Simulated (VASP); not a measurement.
Here is a VASP 6.6.1 calculation.

INCAR

```
PREC = Accurate ; ENCUT = 500
EDIFF = 1E-6 ; ISMEAR = 0
SIGMA = 0.15 ; LREAL = False
LASPH = True ; NELM = 200
ALGO = Normal ; ISIF = 2
LWAVE = False ; LCHARG = True
GGA = PE ; LELF = True
LVHAR = True ; NBANDS = 33
GGA_COMPAT = False ; LMAXMIX = 6
```

File KPOINTS:

```
regular mesh
0
Gamma
  2 2 2
```

POSCAR

```
KPrI4
1.0
   -2.1693453616      5.4560131325      6.0267793070
    2.1693453616     -5.4560131325      6.0267793070
    2.1693453616      5.4560131325     -6.0267793070
K Pr I
1 1 4
Direct
    0.5000000000      0.5000000000      0.0000000000
    0.0000000000      0.5000000000      0.5000000000
    0.7938637110      0.7938637110      0.0000000000
    0.2061362890      0.2061362890      0.0000000000
    0.2485848787      0.0000000000      0.2485848787
    0.7514151213      0.0000000000      0.7514151213
```

Potentials or basis: VASP PAW PBE potentials, release 64 (K_sv, Pr_3, I), 4f in core.

The run is started by

```bash
$ cat potpaw_PBE.64/K_sv/POTCAR potpaw_PBE.64/Pr_3/POTCAR potpaw_PBE.64/I/POTCAR > POTCAR
$ mpirun -np 1 vasp_std > vasp.out
```

Question: What does it give for the band gap on the k mesh?

Answer: 1.07 eV.

Question: What does it give for the pressure?

Answer: 0.4 GPa.

Question: What does it give for the largest force?

Answer: 0.068 eV/Å.

Stress tensor (GPa, compression positive):
```
0.25 0.00 0.00
0.00 0.28 0.00
0.00 0.00 0.53
```

Caveat: the k points lie up to 0.77 Å⁻¹ apart; spin-orbit coupling is left out, which moves the levels of the heavy elements; the 4f electrons are frozen in the core, so they carry no moment and show no levels. A k mesh can miss the band edges.
